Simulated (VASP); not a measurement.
# PbS (R3m) in VASP: a series of runs

PbS is run at these levels: LDA; tasks: single point.

Program: VASP 6.6.1. These are calculated values, not measurements. Logs are shortened: lines on timing, memory, paths and dates and some standing lists are left out, and cuts for length are marked.

## Step 1: The cell of the first run

The structure is trigonal, space group R3m (No. 160). The conventional cell has a = 4.225 Å, b = 4.225 Å, c = 10.356 Å, α = 90.00°, β = 90.00°, γ = 120.00°. Pb (site symmetry 3m) has 6 S at 2.96 to 3.02 Å within 3.9 Å. S (site symmetry 3m) has 6 Pb at 2.96 to 3.02 Å within 3.9 Å.

## Step 2: Single point, LDA

INCAR reads:

```
SYSTEM = PbS
ALGO = Normal
EDIFF = 1E-6
ENCUT = 520
ISIF = 2
ISMEAR = 0
LASPH = .TRUE.
LCHARG = .FALSE.
LREAL = .FALSE.
LWAVE = .FALSE.
NBANDS = 17
NELM = 100
PREC = Accurate
SIGMA = 0.01
```

KPOINTS reads:

```
k-points
0
G
  6 6 6
  0 0 0
```

POSCAR reads:

```
PbS
1.0
    2.1126617100      1.2197458000      3.4519162500
   -2.1126617100      1.2197458000      3.4519162500
    0.0000000000     -2.4394916100      3.4519162500
Pb S
1 1
Direct
    0.9805657823      0.9805657823      0.9805657782
    0.4750355513      0.4750355513      0.4750355494
```

Potentials or basis: VASP PAW LDA potentials, release 64 (Pb_d, S).

On the command line:

```
> cat potpaw_LDA.64/Pb_d/POTCAR potpaw_LDA.64/S/POTCAR > POTCAR
> mpirun -np 1 vasp_std > vasp.out
```

OUTCAR:

```text
SYSTEM = PbS
   EDIFF = 1E-6
   ENCUT = 520
   ISIF = 2
   ISMEAR = 0
   LASPH = .TRUE.
   LREAL = .FALSE.
   NELM = 100
   PREC = Accurate

 ion  position               nearest neighbor table
   1  0.981  0.981  0.981-   2 2.96   2 2.96   2 2.96   2 3.02   2 3.02   2 3.02
   2  0.475  0.475  0.475-   1 2.96   1 2.96   1 2.96   1 3.02   1 3.02   1 3.02

  LATTYP: Found a trigonal (rhomboedric) cell.
 ALAT       =     4.2269191043
 COS(alpha) =     0.5003774340

  Lattice vectors:

 A1 = (   2.1126617100,   1.2197458000,   3.4519162500)
 A2 = (  -2.1126617100,   1.2197458000,   3.4519162500)
 A3 = (   0.0000000000,  -2.4394916100,   3.4519162500)

Analysis of symmetry for initial positions (statically):
=====================================================================
 Subroutine PRICEL returns:
 Original cell was already a primitive cell.

 Routine SETGRP: Setting up the symmetry group for a
 trigonal (rhombohedral) supercell.

 Subroutine GETGRP returns: Found  6 space group operations
 (whereof  6 operations were pure point group operations)
 out of a pool of 12 trial point group operations.

The static configuration has the point symmetry C_3v.

Analysis of symmetry for dynamics (positions and initial velocities):
=====================================================================
 Subroutine PRICEL returns:
 Original cell was already a primitive cell.

 Routine SETGRP: Setting up the symmetry group for a
 trigonal (rhombohedral) supercell.

 Subroutine GETGRP returns: Found  6 space group operations
 (whereof  6 operations were pure point group operations)
 out of a pool of 12 trial point group operations.

The dynamic configuration has the point symmetry C_3v.

 Subroutine INISYM returns: Found  6 space group operations
 (whereof  6 operations are pure point group operations),
 and found     1 'primitive' translations

----------------------------------------------------------------------------------------

                                     Primitive cell

  volume of cell :      53.3717

  direct lattice vectors                    reciprocal lattice vectors
     2.112661710  1.219745800  3.451916250     0.236668274  0.136640492  0.096564722
    -2.112661710  1.219745800  3.451916250    -0.236668274  0.136640492  0.096564722
     0.000000000 -2.439491610  3.451916250     0.000000000 -0.273280984  0.096564722

  length of vectors
     4.226919104  4.226919104  4.226919104     0.289840027  0.289840027  0.289840028

  position of ions in fractional coordinates (direct lattice)
     0.980565782  0.980565782  0.980565778
     0.475035551  0.475035551  0.475035549

  ion indices of the primitive-cell ions
   primitive index   ion index
                 1           1
                 2           2

----------------------------------------------------------------------------------------

 KPOINTS: k-points

Automatic generation of k-mesh.
 Grid dimensions read from file:
 generate k-points for:    6    6    6

 Generating k-lattice:

  Cartesian coordinates                     Fractional coordinates (reciprocal lattice)
     0.039444712  0.022773415  0.016094120     0.166666667  0.000000000  0.000000000
    -0.039444712  0.022773415  0.016094120     0.000000000  0.166666667  0.000000000
     0.000000000 -0.045546831  0.016094120     0.000000000  0.000000000  0.166666667

  Length of vectors
     0.048306671  0.048306671  0.048306671

  Shift w.r.t. Gamma in fractional coordinates (k-lattice)
     0.000000000  0.000000000  0.000000000

 Subroutine IBZKPT returns following result:
 ===========================================

 Found     32 irreducible k-points:

 Following reciprocal coordinates:
            Coordinates               Weight
  0.000000  0.000000  0.000000      1.000000
  0.166667  0.000000 -0.000000      6.000000
  0.333333  0.000000 -0.000000      6.000000
  0.500000 -0.000000 -0.000000      3.000000
  0.166667  0.166667 -0.000000      6.000000
  0.333333  0.166667 -0.000000     12.000000
[... 16 lines left out ...]
  0.500000  0.500000  0.166667      6.000000
 -0.333333  0.500000  0.166667     12.000000
 [... further k-points ...]
   k-points           NKPTS =     32   k-points in BZ     NKDIM =     32   number of bands    NBANDS=     17
   number of dos      NEDOS =    301   number of ions     NIONS =      2
   total plane-waves  NPLWV =  32768
   dimension x,y,z NGX =    32 NGY =   32 NGZ =   32
   dimension x,y,z NGXF=    64 NGYF=   64 NGZF=   64
   ions per type =               1   1
   NGX,Y,Z   is equivalent  to a cutoff of  12.59, 12.59, 12.59 a.u.
   NGXF,Y,Z  is equivalent  to a cutoff of  25.17, 25.17, 25.17 a.u.
 SYSTEM =  PbS
   PREC   = accura    normal or accurate (medium, high low for compatibility)
   ISTART =      0    job   : 0-new  1-cont  2-samecut
   ICHARG =      2    charge: 1-file 2-atom 10-const
   ISPIN  =      1    spin polarized calculation?
   LNONCOLLINEAR =      F non collinear calculations
   LSORBIT =      F    spin-orbit coupling
   LASPH  =      T    aspherical Exc in radial PAW
   ENCUT  =  520.0 eV  38.22 Ry    6.18 a.u.   7.86  7.86  7.86*2*pi/ulx,y,z
   NELM   =    100;   NELMIN=  2; NELMDL= -5     # of ELM steps
   EDIFF  = 0.1E-05   stopping-criterion for ELM
   LREAL  =      F    real-space projection
   EDIFFG = 0.1E-04   stopping-criterion for IOM
   NSW    =      0    number of steps for IOM
   IBRION =     -1    ionic relax: 0-MD 1-quasi-New 2-CG
   NFREE  =      0    steps in history (QN), initial steepest desc. (CG)
   ISIF   =      2    stress and relaxation
   ISYM   =      2    0-nonsym 1-usesym 2-fastsym
   POTIM  = 0.5000    time-step for ionic-motion
   TEBEG  =    0.0;   TEEND  =   0.0 temperature during run
   PSTRESS=    0.0 pullay stress
   NELECT =      20.0000    total number of electrons
   NUPDOWN=      -1.0000    fix difference up-down
   EMIN   =  10.00;   EMAX   =-10.00  energy-range for DOS
   EFERMI =   0.00;   METHOD = LEGACY
   ISMEAR =     0;   SIGMA  =   0.01  broadening in eV -4-tet -1-fermi 0-gaus
   EFERMI_NEDOS =   21; number of points for ismear=-14 and -15
   IALGO  =     38    algorithm
   IMIX   =      4    mixing-type and parameters
     AMIX     =   0.40;   BMIX     =  1.00
     AMIX_MAG =   1.60;   BMIX_MAG =  1.00
  volume/ion in A,a.u.               =      26.69       180.08
  Fermi-wavevector in a.u.,A,eV,Ry     =   1.180270  2.230386 18.953411  1.393036
  Thomas-Fermi vector in A             =   2.316565
   LORBIT       =      0    0 simple, 1 ext, 2 COOP (PROOUT), +10 PAW based schemes
   GGA     = CA    functional components
   LHFCALC =     F    Hartree Fock is set to
   AEXX    =    0.0000 exact exchange contribution
   IVDW    =     0    specifies the selected vdW correction
   LEPSILON=     F    determine dielectric tensor
   LRPA    =     F    only Hartree local field effects (RPA)
 non-spin polarized calculation
 Gauss-broadening in eV      SIGMA  =   0.01
  energy-cutoff  :      520.00
  volume of cell :       53.37
 maximum number of plane-waves:      1459
   NGX = 15   NGY = 15   NGZ = 15

 number of electron      20.0000002 magnetization

 Free energy of the ion-electron system (eV)
  ---------------------------------------------------
  ext. energy  EPLUGINS =         0.00000000
  ---------------------------------------------------
  free energy    TOTEN  =        -9.96155345 eV

  energy without entropy =       -9.96155345  energy(sigma->0) =       -9.96155345

 E-fermi :   5.3814     XC(G=0):  -9.9258

 val. band max:        5.2642798372   @ k =   0.5000  -0.0000  -0.0000
 cond. band min:       5.5716943808   @ k =   0.5000  -0.0000  -0.0000
 fundamental gap:      0.3074145436
 Fermi energy:         5.3813878585

 k-point     1 :       0.0000    0.0000    0.0000
  band No.  band energies     occupation
      1     -11.4375      2.00000
      2     -11.4373      2.00000
      3     -11.4373      2.00000
      4     -11.4282      2.00000
      5     -11.4282      2.00000
      6      -8.0770      2.00000
[... 9 lines left out ...]
     16      12.0232      0.00000
     17      13.7963      0.00000

 k-point     2 :       0.1667    0.0000   -0.0000
  band No.  band energies     occupation
      1     -11.4382      2.00000
      2     -11.4376      2.00000
      3     -11.4360      2.00000
      4     -11.4240      2.00000
      5     -11.4239      2.00000
      6      -7.8462      2.00000
[... 9 lines left out ...]
     16      12.5948      0.00000
     17      15.6029      0.00000

 k-point     3 :       0.3333    0.0000   -0.0000
  band No.  band energies     occupation
      1     -11.4515      2.00000
      2     -11.4508      2.00000
      3     -11.4346      2.00000
      4     -11.4032      2.00000
      5     -11.4032      2.00000
      6      -7.2591      2.00000
[... 9 lines left out ...]
     16      13.9934      0.00000
     17      17.2738      0.00000

 k-point     4 :       0.5000   -0.0000   -0.0000
  band No.  band energies     occupation
      1     -11.4584      2.00000
      2     -11.4576      2.00000
      3     -11.4341      2.00000
      4     -11.3925      2.00000
      5     -11.3924      2.00000
      6      -6.8438      2.00000
[... 9 lines left out ...]
     16      15.4181      0.00000
     17      15.6922      0.00000

 k-point     5 :       0.1667    0.1667   -0.0000
  band No.  band energies     occupation
      1     -11.4496      2.00000
      2     -11.4434      2.00000
      3     -11.4235      2.00000
      4     -11.4235      2.00000
      5     -11.4219      2.00000
      6      -7.7646      2.00000
[... 9 lines left out ...]
     16      13.7383      0.00000
     17      14.7208      0.00000

 k-point     6 :       0.3333    0.1667   -0.0000
  band No.  band energies     occupation
      1     -11.4728      2.00000
      2     -11.4419      2.00000
      3     -11.4312      2.00000
      4     -11.4109      2.00000
      5     -11.4002      2.00000
      6      -7.2841      2.00000
[... 9 lines left out ...]
     16      14.8834      0.00000
     17      16.5739      0.00000

 k-point     7 :       0.5000    0.1667    0.0000
  band No.  band energies     occupation
      1     -11.4812      2.00000
      2     -11.4434      2.00000
      3     -11.4306      2.00000
      4     -11.4046      2.00000
      5     -11.3905      2.00000
      6      -6.7576      2.00000
[... 9 lines left out ...]
     16      15.6859      0.00000
     17      16.0583      0.00000

 k-point     8 :      -0.3333    0.1667    0.0000
  band No.  band energies     occupation
      1     -11.4681      2.00000
      2     -11.4476      2.00000
      3     -11.4274      2.00000
      4     -11.4033      2.00000
      5     -11.4024      2.00000
      6      -6.9006      2.00000
[... 9 lines left out ...]
     16      15.2025      0.00000
     17      16.3445      0.00000
[... 203 lines left out ...]
      1     -11.4728      2.00000
      2     -11.4418      2.00000
      3     -11.4313      2.00000
      4     -11.4109      2.00000
      5     -11.4002      2.00000
      6      -7.2860      2.00000
[... 9 lines left out ...]
     16      14.8882      0.00000
     17      16.5667      0.00000

 k-point    20 :       0.5000    0.3333    0.1667
  band No.  band energies     occupation
      1     -11.4987      2.00000
      2     -11.4382      2.00000
      3     -11.4312      2.00000
      4     -11.4000      2.00000
      5     -11.3952      2.00000
      6      -6.8108      2.00000
[... 9 lines left out ...]
     16      15.8096      0.00000
     17      16.1532      0.00000

 k-point    21 :      -0.3333    0.3333    0.1667
  band No.  band energies     occupation
      1     -11.5083      2.00000
      2     -11.4355      2.00000
      3     -11.4196      2.00000
      4     -11.4162      2.00000
      5     -11.3866      2.00000
      6      -6.5183      2.00000
[... 9 lines left out ...]
     16      16.6574      0.00000
     17      16.9186      0.00000

 k-point    22 :      -0.1667    0.3333    0.1667
  band No.  band energies     occupation
      1     -11.4989      2.00000
      2     -11.4382      2.00000
      3     -11.4312      2.00000
      4     -11.4000      2.00000
      5     -11.3953      2.00000
      6      -6.8083      2.00000
[... 9 lines left out ...]
     16      15.8089      0.00000
     17      16.1540      0.00000

 k-point    23 :       0.5000    0.5000    0.1667
  band No.  band energies     occupation
      1     -11.5372      2.00000
      2     -11.4501      2.00000
      3     -11.4153      2.00000
      4     -11.3908      2.00000
      5     -11.3850      2.00000
      6      -6.5626      2.00000
[... 9 lines left out ...]
     16      16.5565      0.00000
     17      17.0338      0.00000

 k-point    24 :      -0.3333    0.5000    0.1667
  band No.  band energies     occupation
      1     -11.5381      2.00000
      2     -11.4419      2.00000
      3     -11.4190      2.00000
      4     -11.4010      2.00000
      5     -11.3796      2.00000
      6      -6.4129      2.00000
[... 9 lines left out ...]
     16      17.0227      0.00000
     17      17.5716      0.00000

 [... further k-points ...]
[... 5 lines left out ...]
  --------------------------------------------------------------------------------------
  -------------------------------------------------------------------------------------
  Total       -1.2373104     -1.2373103     -1.2323537      0.0000000      0.0000000      0.0000000
  in kB      -37.1431246    -37.1431243    -36.9943303      0.0000000      0.0000000      0.0000000
  external PRESSURE =     -37.0935264 kB  Pullay stress =       0.0000000 kB

 VOLUME and BASIS-vectors are now :
 -----------------------------------------------------------------------------
  energy-cutoff  :      520.00
  volume of cell :       53.37
      direct lattice vectors                 reciprocal lattice vectors
     2.112661710  1.219745800  3.451916250     0.236668274  0.136640492  0.096564722
    -2.112661710  1.219745800  3.451916250    -0.236668274  0.136640492  0.096564722
     0.000000000 -2.439491610  3.451916250     0.000000000 -0.273280984  0.096564722

 POSITION                                       TOTAL-FORCE (eV/Angst)
 -----------------------------------------------------------------------------------
      0.00000      0.00000     10.15449         0.000000     -0.000000      0.013981
      0.00000     -0.00000      4.91935         0.000000      0.000000     -0.013981
 -----------------------------------------------------------------------------------
    total drift:                                0.000000     -0.000011     -0.000559

  FREE ENERGIE OF THE ION-ELECTRON SYSTEM (eV)
  ---------------------------------------------------
  free  energy   TOTEN  =        -9.9615534499 eV

  energy  without entropy=       -9.9615534499  energy(sigma->0) =       -9.96155345
```

It took 9.2 s on 1 thread of Intel Xeon 6975P-C, shared host; peak memory 0.17 GiB.

What came out:

| Quantity | Value |
| --- | --- |
| Free energy | -9.9616 eV |
| Pressure | -3.7 GPa |
| Largest force | 0.014 eV/Å |
| Band gap on the k mesh | 0.31 eV, direct |

Forces on the atoms (eV/Å):
```
Pb   0.000  0.000  0.014
S    0.000  0.000 -0.014
```

Levels at points of the mesh, in eV from the valence-band top:
```csv
k point,band 6,band 7,band 8,band 9,band 10,band 11,band 12,band 13,band 14,band 15
"(0.00, 0.00, 0.00)",-13.34,-6.09,-2.02,-2.02,-2.02,5.01,5.03,5.03,6.74,6.74
"(0.50, 0.00, 0.00)",-12.11,-8.76,-1.64,-1.64,0.00,0.31,1.92,1.93,8.47,10.15
"(0.50, 0.50, 0.00)",-11.71,-7.22,-5.03,-3.29,-3.28,3.83,5.42,5.51,5.53,11.19
"(0.50, 0.50, 0.50)",-12.11,-8.76,-1.64,-1.64,-0.05,0.35,1.92,1.92,8.46,10.15
```

Caveat: spin-orbit coupling is left out, which moves the levels of the heavy elements. A k mesh can miss the band edges.

## Step 3: Single point, LDA

INCAR reads:

```
PREC     = Accurate       # precision mode
ENCUT    = 520            # plane-wave cutoff, eV
EDIFF    = 1E-6           # SCF threshold, eV
ISMEAR   = 0              # smearing method
SIGMA    = 0.01           # smearing width, eV
LREAL    = False          # projectors in reciprocal space
LASPH    = True           # aspherical terms in the spheres
NELM     = 60             # most SCF steps
ALGO     = Normal         # electronic algorithm
ISIF     = 2              # what is computed and relaxed
LWAVE    = False          # write WAVECAR
LCHARG   = True           # write CHGCAR
GGA      = CA             # functional
LELF     = True           # ELF
LVHAR    = True         
NBANDS   = 17             # bands
```

KPOINTS reads:

```
Automatic mesh
0
Gamma
  6 6 6
```

POSCAR is that of step 2.

Potentials or basis: VASP PAW LDA potentials, release 64 (Pb_d, S).

On the command line:

```
> cat potpaw_LDA.64/Pb_d/POTCAR potpaw_LDA.64/S/POTCAR > POTCAR
> mpirun -np 1 vasp_std > vasp.out
```

Run time: 11 s. Hardware: 1 thread of Intel Xeon 6975P-C, shared host; peak memory 0.16 GiB.

The run converged. Its results:

* Free energy: -9.9616 eV
* Pressure: -3.7 GPa
* Largest force: 0.014 eV/Å
* Band gap on the k mesh: 0.31 eV, direct

Forces in eV/Å, atoms in the order of the input:
```
Pb   0.000  0.000  0.014
S    0.000  0.000 -0.014
```

Levels at points of the mesh, in eV from the valence-band top:
```
           k point  band 6  band 7  band 8  band 9  band 10  band 11  band 12  band 13  band 14  band 15
(0.00, 0.00, 0.00)  -13.34   -6.09   -2.02   -2.02    -2.02     5.01     5.03     5.03     6.74     6.74
(0.50, 0.00, 0.00)  -12.11   -8.76   -1.64   -1.64     0.00     0.31     1.92     1.93     8.47    10.15
(0.50, 0.50, 0.00)  -11.71   -7.22   -5.03   -3.29    -3.28     3.83     5.42     5.51     5.53    11.19
(0.50, 0.50, 0.50)  -12.11   -8.76   -1.64   -1.64    -0.05     0.35     1.92     1.92     8.46    10.15
```

Caveat: spin-orbit coupling is left out, which moves the levels of the heavy elements. A k mesh can miss the band edges.

(Continued in part 2 of 2.)
